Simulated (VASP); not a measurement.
# Si (Fd-3m) in VASP: further runs

The runs below take Si through single point, with PBE.

Everything below comes from runs of VASP 6.6.1. Logs are shortened: lines on timing, memory, paths and dates and some standing lists are left out, and cuts for length are marked.

## (1) The cell of the first run

The structure is cubic, space group Fd-3m (No. 227). The conventional cell has a = 5.358 Å, b = 5.358 Å, c = 5.358 Å, α = 90.00°, β = 90.00°, γ = 90.00°. Si (site symmetry -43m) has 4 Si at 2.32 Å within 3.1 Å.

## (2) Single point, PBE (volume scaled by 0.94)

INCAR reads:

```
SYSTEM = Si
PREC = Accurate
ENCUT = 500
EDIFF = 1E-6
ISMEAR = 0
SIGMA = 0.02
LREAL = .False.
LASPH = .True.
NELM = 120
ALGO = Normal
ISIF = 2
LWAVE = .False.
LCHARG = .True.
GGA = PE
LELF = .True.
LVHAR = .True.
NBANDS = 11
GGA_COMPAT = .False.
```

KPOINTS reads:

```
Automatic mesh
0
Gamma
  8 8 8
  0 0 0
```

POSCAR reads:

```
Si
1.0
    0.0000000000      2.6789757433      2.6789757433
    2.6789757433      0.0000000000      2.6789757433
    2.6789757433      2.6789757433      0.0000000000
Si
2
Direct
    0.7500000000      0.7500000000      0.7500000000
    0.5000000000      0.5000000000      0.5000000000
```

Potentials or basis: VASP PAW PBE potentials, release 64 (Si).

Run with:

```bash
> cat potpaw_PBE.64/Si/POTCAR > POTCAR
> mpirun -np 1 vasp_std > vasp.out
```

OUTCAR:

```text
SYSTEM = Si
   PREC = Accurate
   ENCUT = 500
   EDIFF = 1E-6
   ISMEAR = 0
   LREAL = .False.
   LASPH = .True.
   NELM = 120
   ISIF = 2
   GGA = PE

 ion  position               nearest neighbor table
   1  0.750  0.750  0.750-   2 2.32   2 2.32   2 2.32   2 2.32
   2  0.500  0.500  0.500-   1 2.32   1 2.32   1 2.32   1 2.32

  LATTYP: Found a face centered cubic cell.
 ALAT       =     5.3579514866

  Lattice vectors:

 A1 = (   0.0000000000,   2.6789757433,   2.6789757433)
 A2 = (   2.6789757433,   0.0000000000,   2.6789757433)
 A3 = (   2.6789757433,   2.6789757433,   0.0000000000)

Analysis of symmetry for initial positions (statically):
=====================================================================
 Subroutine PRICEL returns:
 Original cell was already a primitive cell.

 Routine SETGRP: Setting up the symmetry group for a
 face centered cubic supercell.

 Subroutine GETGRP returns: Found 48 space group operations
 (whereof 24 operations were pure point group operations)
 out of a pool of 48 trial point group operations.

The static configuration has the point symmetry T_d .
 The point group associated with its full space group is O_h .

Analysis of symmetry for dynamics (positions and initial velocities):
=====================================================================
 Subroutine PRICEL returns:
 Original cell was already a primitive cell.

 Routine SETGRP: Setting up the symmetry group for a
 face centered cubic supercell.

 Subroutine GETGRP returns: Found 48 space group operations
 (whereof 24 operations were pure point group operations)
 out of a pool of 48 trial point group operations.

The dynamic configuration has the point symmetry T_d .
 The point group associated with its full space group is O_h .

 Subroutine INISYM returns: Found 48 space group operations
 (whereof 24 operations are pure point group operations),
 and found     1 'primitive' translations

----------------------------------------------------------------------------------------

                                     Primitive cell

  volume of cell :      38.4535

  direct lattice vectors                    reciprocal lattice vectors
     0.000000000  2.678975743  2.678975743    -0.186638495  0.186638495  0.186638495
     2.678975743  0.000000000  2.678975743     0.186638495 -0.186638495  0.186638495
     2.678975743  2.678975743  0.000000000     0.186638495  0.186638495 -0.186638495

  length of vectors
     3.788643829  3.788643829  3.788643829     0.323267355  0.323267355  0.323267355

  position of ions in fractional coordinates (direct lattice)
     0.750000000  0.750000000  0.750000000
     0.500000000  0.500000000  0.500000000

  ion indices of the primitive-cell ions
   primitive index   ion index
                 1           1
                 2           2

----------------------------------------------------------------------------------------

 KPOINTS: Automatic mesh

Automatic generation of k-mesh.
 Grid dimensions read from file:
 generate k-points for:    8    8    8

 Generating k-lattice:

  Cartesian coordinates                     Fractional coordinates (reciprocal lattice)
    -0.023329812  0.023329812  0.023329812     0.125000000  0.000000000  0.000000000
     0.023329812 -0.023329812  0.023329812     0.000000000  0.125000000  0.000000000
     0.023329812  0.023329812 -0.023329812     0.000000000  0.000000000  0.125000000

  Length of vectors
     0.040408419  0.040408419  0.040408419

  Shift w.r.t. Gamma in fractional coordinates (k-lattice)
     0.000000000  0.000000000  0.000000000

 Subroutine IBZKPT returns following result:
 ===========================================

 Found     29 irreducible k-points:

 Following reciprocal coordinates:
            Coordinates               Weight
  0.000000  0.000000  0.000000      1.000000
  0.125000  0.000000  0.000000      8.000000
  0.250000  0.000000  0.000000      8.000000
  0.375000  0.000000  0.000000      8.000000
  0.500000  0.000000  0.000000      4.000000
  0.125000  0.125000  0.000000      6.000000
[... 16 lines left out ...]
  0.500000  0.250000  0.125000     48.000000
 -0.375000  0.250000  0.125000     24.000000
 [... further k-points ...]
   k-points           NKPTS =     29   k-points in BZ     NKDIM =     29   number of bands    NBANDS=     11
   number of dos      NEDOS =    301   number of ions     NIONS =      2
   total plane-waves  NPLWV =  21952
   dimension x,y,z NGX =    28 NGY =   28 NGZ =   28
   dimension x,y,z NGXF=    56 NGYF=   56 NGZF=   56
   ions per type =               2
   NGX,Y,Z   is equivalent  to a cutoff of  12.29, 12.29, 12.29 a.u.
   NGXF,Y,Z  is equivalent  to a cutoff of  24.57, 24.57, 24.57 a.u.
 SYSTEM =  Si
   PREC   = accura    normal or accurate (medium, high low for compatibility)
   ISTART =      0    job   : 0-new  1-cont  2-samecut
   ICHARG =      2    charge: 1-file 2-atom 10-const
   ISPIN  =      1    spin polarized calculation?
   LNONCOLLINEAR =      F non collinear calculations
   LSORBIT =      F    spin-orbit coupling
   LASPH  =      T    aspherical Exc in radial PAW
   ENCUT  =  500.0 eV  36.75 Ry    6.06 a.u.   6.91  6.91  6.91*2*pi/ulx,y,z
   NELM   =    120;   NELMIN=  2; NELMDL= -5     # of ELM steps
   EDIFF  = 0.1E-05   stopping-criterion for ELM
   LREAL  =      F    real-space projection
   EDIFFG = 0.1E-04   stopping-criterion for IOM
   NSW    =      0    number of steps for IOM
   IBRION =     -1    ionic relax: 0-MD 1-quasi-New 2-CG
   NFREE  =      0    steps in history (QN), initial steepest desc. (CG)
   ISIF   =      2    stress and relaxation
   ISYM   =      2    0-nonsym 1-usesym 2-fastsym
   POTIM  = 0.5000    time-step for ionic-motion
   TEBEG  =    0.0;   TEEND  =   0.0 temperature during run
   PSTRESS=    0.0 pullay stress
   NELECT =       8.0000    total number of electrons
   NUPDOWN=      -1.0000    fix difference up-down
   EMIN   =  10.00;   EMAX   =-10.00  energy-range for DOS
   EFERMI =   0.00;   METHOD = LEGACY
   ISMEAR =     0;   SIGMA  =   0.02  broadening in eV -4-tet -1-fermi 0-gaus
   EFERMI_NEDOS =   21; number of points for ismear=-14 and -15
   IALGO  =     38    algorithm
   IMIX   =      4    mixing-type and parameters
     AMIX     =   0.40;   BMIX     =  1.00
     AMIX_MAG =   1.60;   BMIX_MAG =  1.00
  volume/ion in A,a.u.               =      19.23       129.75
  Fermi-wavevector in a.u.,A,eV,Ry     =   0.970047  1.833123 12.802959  0.940991
  Thomas-Fermi vector in A             =   2.100150
   LORBIT       =      0    0 simple, 1 ext, 2 COOP (PROOUT), +10 PAW based schemes
   GGA     = PE    functional components
   LHFCALC =     F    Hartree Fock is set to
   AEXX    =    0.0000 exact exchange contribution
   IVDW    =     0    specifies the selected vdW correction
   LEPSILON=     F    determine dielectric tensor
   LRPA    =     F    only Hartree local field effects (RPA)
 non-spin polarized calculation
 Gauss-broadening in eV      SIGMA  =   0.02
  energy-cutoff  :      500.00
  volume of cell :       38.45
 maximum number of plane-waves:       992
   NGX = 13   NGY = 13   NGZ = 13

 number of electron       8.0000000 magnetization

 Free energy of the ion-electron system (eV)
  ---------------------------------------------------
  ext. energy  EPLUGINS =         0.00000000
  ---------------------------------------------------
  free energy    TOTEN  =       -10.80108188 eV

  energy without entropy =      -10.80108188  energy(sigma->0) =      -10.80108188

 E-fermi :   6.3993     XC(G=0):  -9.5677

 val. band max:        6.2443389983   @ k =   0.0000   0.0000   0.0000
 cond. band min:       6.7908457237   @ k =   0.3750   0.3750   0.0000
 fundamental gap:      0.5465067253
 Fermi energy:         6.3993156220

 k-point     1 :       0.0000    0.0000    0.0000
  band No.  band energies     occupation
      1      -5.9968      2.00000
      2       6.2443      2.00000
      3       6.2443      2.00000
      4       6.2443      2.00000
      5       8.8249      0.00000
      6       8.8249      0.00000
      7       8.8249      0.00000
      8      10.0918      0.00000
      9      13.9827      0.00000
     10      13.9827      0.00000
     11      14.3669      0.00000

 k-point     2 :       0.1250    0.0000    0.0000
  band No.  band energies     occupation
      1      -5.7854      2.00000
      2       4.6310      2.00000
      3       5.9439      2.00000
      4       5.9439      2.00000
      5       8.8561      0.00000
      6       9.2660      0.00000
      7       9.2660      0.00000
      8      11.3428      0.00000
      9      13.4845      0.00000
     10      13.4845      0.00000
     11      15.1744      0.00000

 k-point     3 :       0.2500    0.0000    0.0000
  band No.  band energies     occupation
      1      -5.1678      2.00000
      2       2.2416      2.00000
      3       5.4595      2.00000
      4       5.4595      2.00000
      5       8.4133      0.00000
      6       9.7820      0.00000
      7       9.7820      0.00000
      8      13.4539      0.00000
      9      13.4539      0.00000
     10      13.5065      0.00000
     11      15.3793      0.00000

 k-point     4 :       0.3750    0.0000    0.0000
  band No.  band energies     occupation
      1      -4.2361      2.00000
      2       0.1532      2.00000
      3       5.1257      2.00000
      4       5.1257      2.00000
      5       8.0547      0.00000
      6       9.6891      0.00000
      7       9.6891      0.00000
      8      14.2099      0.00000
      9      14.9087      0.00000
     10      14.9087      0.00000
     11      16.3052      0.00000
[... 239 lines left out ...]
 k-point    22 :       0.3750    0.2500    0.1250
  band No.  band energies     occupation
      1      -4.6189      2.00000
      2       1.9190      2.00000
      3       3.4190      2.00000
      4       4.7687      2.00000
      5       8.7020      0.00000
      6      10.2692      0.00000
      7      10.4383      0.00000
      8      11.8649      0.00000
      9      14.1815      0.00000
     10      16.8127      0.00000
     11      17.5829      0.00000

 k-point    23 :       0.5000    0.2500    0.1250
  band No.  band energies     occupation
      1      -3.6934      2.00000
      2       0.3035      2.00000
      3       2.8055      2.00000
      4       4.2396      2.00000
      5       9.1404      0.00000
      6       9.8454      0.00000
      7      11.3431      0.00000
      8      12.2964      0.00000
      9      15.4414      0.00000
     10      16.1903      0.00000
     11      18.4361      0.00000

 k-point    24 :      -0.3750    0.2500    0.1250
  band No.  band energies     occupation
      1      -3.0046      2.00000
      2      -0.6923      2.00000
      3       2.6823      2.00000
      4       3.9968      2.00000
      5       9.3452      0.00000
      6       9.3953      0.00000
      7      12.2752      0.00000
      8      13.4694      0.00000
      9      13.8158      0.00000
     10      16.9683      0.00000
     11      18.2377      0.00000

 [... further k-points ...]
[... 5 lines left out ...]
  --------------------------------------------------------------------------------------
  -------------------------------------------------------------------------------------
  Total        1.4968286      1.4968286      1.4968286     -0.0000000      0.0000000      0.0000000
  in kB       62.3657755     62.3657755     62.3657755     -0.0000000      0.0000000      0.0000000
  external PRESSURE =      62.3657755 kB  Pullay stress =       0.0000000 kB

 VOLUME and BASIS-vectors are now :
 -----------------------------------------------------------------------------
  energy-cutoff  :      500.00
  volume of cell :       38.45
      direct lattice vectors                 reciprocal lattice vectors
     0.000000000  2.678975743  2.678975743    -0.186638495  0.186638495  0.186638495
     2.678975743  0.000000000  2.678975743     0.186638495 -0.186638495  0.186638495
     2.678975743  2.678975743  0.000000000     0.186638495  0.186638495 -0.186638495

 POSITION                                       TOTAL-FORCE (eV/Angst)
 -----------------------------------------------------------------------------------
      4.01846      4.01846      4.01846        -0.000000     -0.000000     -0.000000
      2.67898      2.67898      2.67898         0.000000      0.000000      0.000000
 -----------------------------------------------------------------------------------
    total drift:                                0.000000      0.000000     -0.000000

  FREE ENERGIE OF THE ION-ELECTRON SYSTEM (eV)
  ---------------------------------------------------
  free  energy   TOTEN  =       -10.8010818756 eV

  energy  without entropy=      -10.8010818756  energy(sigma->0) =      -10.80108188
```

Run time: 14 s. Hardware: 1 thread of Intel Xeon Platinum 8259CL at 2.50GHz (Skylake/Cascade Lake), shared host; peak memory 0.15 GiB.

Results:

- Free energy: -10.8011 eV
- Pressure: 6.2 GPa
- Band gap on the k mesh: 0.55 eV, indirect (least direct gap 2.58 eV)

Levels at points of the mesh, in eV from the valence-band top:
| k point | band 1 | band 2 | band 3 | band 4 | band 5 | band 6 | band 7 | band 8 | band 9 |
| --- | --- | --- | --- | --- | --- | --- | --- | --- | --- |
| (0.00, 0.00, 0.00) | -12.24 | 0.00 | 0.00 | 0.00 | 2.58 | 2.58 | 2.58 | 3.85 | 7.74 |
| (0.50, 0.00, 0.00) | -9.81 | -7.16 | -1.23 | -1.23 | 1.68 | 3.32 | 3.32 | 7.78 | 10.65 |
| (0.50, 0.50, 0.00) | -7.95 | -7.95 | -2.96 | -2.96 | 0.63 | 0.63 | 10.47 | 10.47 | 11.10 |

## (3) Single point, PBE (volume scaled by 0.91)

INCAR reads:

```
SYSTEM = Si
  PREC = Accurate
  ENCUT = 500
  EDIFF = 1E-6
  ISMEAR = 0
  SIGMA = 0.02
  LREAL = .False.
  LASPH = .True.
  NELM = 120
  ALGO = Normal
  ISIF = 2
  LWAVE = .False.
  LCHARG = .False.
  GGA = PE
  NBANDS = 11
  GGA_COMPAT = .False.
```

KPOINTS reads:

```
regular mesh
0
Gamma
  8 8 8
  0 0 0
```

POSCAR reads:

```
Si
1.0
    0.0000000000      2.6501673198      2.6501673198
    2.6501673198      0.0000000000      2.6501673198
    2.6501673198      2.6501673198      0.0000000000
Si
2
Direct
    0.7500000000      0.7500000000      0.7500000000
    0.5000000000      0.5000000000      0.5000000000
```

Potentials or basis: VASP PAW PBE potentials, release 64 (Si).

Run with:

```bash
> cat potpaw_PBE.64/Si/POTCAR > POTCAR
> mpirun -np 1 vasp_std > vasp.out
```

It took 9.8 s on 1 thread of Intel Xeon Platinum 8259CL at 2.50GHz (Skylake/Cascade Lake), shared host; peak memory 0.14 GiB.

The run converged. Its results:

```yaml
Free_energy: -10.7385 eV
Pressure: 10.2 GPa
Band_gap_on_the_k_mesh: 0.49 eV, indirect (least direct gap 2.59 eV)
```

Levels at points of the mesh, in eV from the valence-band top:
```tsv
k point	band 1	band 2	band 3	band 4	band 5	band 6	band 7	band 8	band 9
(0.00, 0.00, 0.00)	-12.48	0.00	0.00	0.00	2.59	2.59	2.59	4.24	7.75
(0.50, 0.00, 0.00)	-9.95	-7.33	-1.26	-1.26	1.80	3.30	3.30	7.82	10.74
(0.50, 0.50, 0.00)	-8.06	-8.06	-3.05	-3.05	0.55	0.55	10.75	10.75	11.21
```

 A k mesh can miss the band edges.

[end of part 1 of 2]
